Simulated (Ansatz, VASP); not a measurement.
## Al in VASP and in Ansatz

Contents of INCAR:

```
SYSTEM = Al
ALGO     = Normal         ! electronic algorithm
EDIFF    = 1E-6           ! SCF threshold, eV
EDIFFG   = -0.002         ! ionic threshold
ENCUT    = 600            ! plane-wave cutoff, eV
GGA      = CA             ! functional
IBRION   = 2              ! ionic algorithm
ISIF     = 3              ! what is computed and relaxed
ISMEAR   = 0              ! smearing method
LASPH    = .TRUE.         ! aspherical terms in the spheres
LCHARG   = .FALSE.        ! write CHGCAR
LREAL    = .FALSE.        ! projectors in reciprocal space
LWAVE    = .FALSE.        ! write WAVECAR
NELM     = 60             ! most SCF steps
NSW      = 80             ! ionic steps
PREC     = Accurate       ! precision mode
SIGMA    = 0.2            ! smearing width, eV
```

The input KPOINTS:

```
k-points
0
G
  28 28 28
  0 0 0
```

File POSCAR:

```
Al
1.0
    0.0000000000      2.0248050000      2.0248050000
    2.0248050000      0.0000000000      2.0248050000
    2.0248050000      2.0248050000      0.0000000000
Al
1
Direct
    0.0000000000      0.0000000000      0.0000000000
```

Input for Ansatz:

```yaml
crystal:
  lattice:
    - [0.0, 2.024805, 2.024805]
    - [2.024805, 0.0, 2.024805]
    - [2.024805, 2.024805, 0.0]
  atoms:
    - { symbol: Al, position: [0.0, 0.0, 0.0] }
scf:
  occupations: { method: gaussian, width: 0.2 }
output:
  forces: true
  stress: true
hamiltonian:
  xc: lda
kpoints:
  mp_grid: { grid: [28, 28, 28] }
relax:
  f_tol: 0.002
  cell: { stress_tol: 0.02 }
```

Alike in both runs: task relaxation of cell and atoms; functional LDA; k mesh 28 × 28 × 28; occupations gaussian, width 0.2 eV; no spin polarisation.

|  | VASP | Ansatz |
| --- | --- | --- |
| version | VASP 6.6.1 | Ansatz 0.2.0 |
| potentials or method | VASP PAW LDA potentials, release 64 (Al) | scalar-relativistic, plane waves, PAW |
| plane-wave cutoff (eV) | 600 | 420 |
| valence electrons in the cell | 3 | 3 |

Ansatz gave:

| Quantity | Value |
| --- | --- |
| relaxed volume (Å³/atom) | 15.80 |
| relaxed length of the cell vector where the two differ most in proportion (Å) | 2.817 |

Problem. Which values does VASP return?

Solution. Relaxed volume (Å³/atom): 15.82; relaxed length of the cell vector where the two differ most in proportion (Å): 2.818.

LDA's correlation is that of Perdew and Zunger in VASP and of Perdew and Wang (1992) in Ansatz.
